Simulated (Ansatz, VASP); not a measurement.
# One calculation of B, two programs

```
CELL_PARAMETERS angstrom
-1.87288 1.87288 1.02169
1.87288 -1.87288 1.02169
1.87288 1.87288 -1.02169
ATOMIC_POSITIONS crystal
B 0.00000 0.00000 0.00000
B 0.75000 0.25000 0.50000
```

Alike in both runs: task single point; functional r2SCAN; k mesh 10 × 10 × 10; occupations gaussian, width 0.1 eV; no spin polarisation.

```csv
,VASP,Ansatz
version,VASP 6.6.1,Ansatz 0.2.0
potentials or method,"VASP PAW PBE potentials, release 64 (B), cutoff 520 eV","scalar-relativistic, plane waves, PAW"
valence electrons in the cell,6,6
```

Ansatz gave:

* gap on the k mesh at the Fermi level (eV): none
* pressure (GPa): -11.3
* traceless stress, the component that is largest in VASP (GPa): -18.73

**Question.** Estimate VASP's values.

**Answer.** gap on the k mesh at the Fermi level (eV): none; pressure (GPa): -11.4; traceless stress, the component that is largest in VASP (GPa): -18.76.

VASP's potentials were made for PBE, not for r2SCAN. A gap of «none» marks a metal or a gap that the smearing closes.
